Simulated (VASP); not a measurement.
Input of a VASP 6.6.1 run:

INCAR

```
SYSTEM = Fe
PREC = Accurate
ENCUT = 520
EDIFF = 1E-7
ISMEAR = -1
SIGMA = 0.1
LREAL = .FALSE.
LASPH = .TRUE.
NELM = 100
ALGO = Normal
ISIF = 2
LWAVE = .FALSE.
LCHARG = .FALSE.
GGA = CA
NBANDS = 10
```

KPOINTS

```
regular mesh
0
G
  27 27 27
  0 0 0
```

POSCAR

```
Fe
1.0
   -1.3128225607      1.3128225607      1.3128225607
    1.3128225607     -1.3128225607      1.3128225607
    1.3128225607      1.3128225607     -1.3128225607
Fe
1
Direct
    0.0000000000      0.0000000000      0.0000000000
```

Potentials or basis: VASP PAW LDA potentials, release 64 (Fe).

The run is started by

```bash
$ cat potpaw_LDA.64/Fe/POTCAR > POTCAR
$ mpirun -np 1 vasp_std > vasp.out
```

What does it give for the band gap on the k mesh?

Zero (band 4 reaches 9.69 eV, above the bottom of band 5 at 7.07 eV).

Estimate the pressure.

32.1 GPa.

Caveat: the run has no spin polarisation, though such a crystal can be magnetic. Spin polarisation is off, so any magnetic state and its effect on volume and gap are missing.
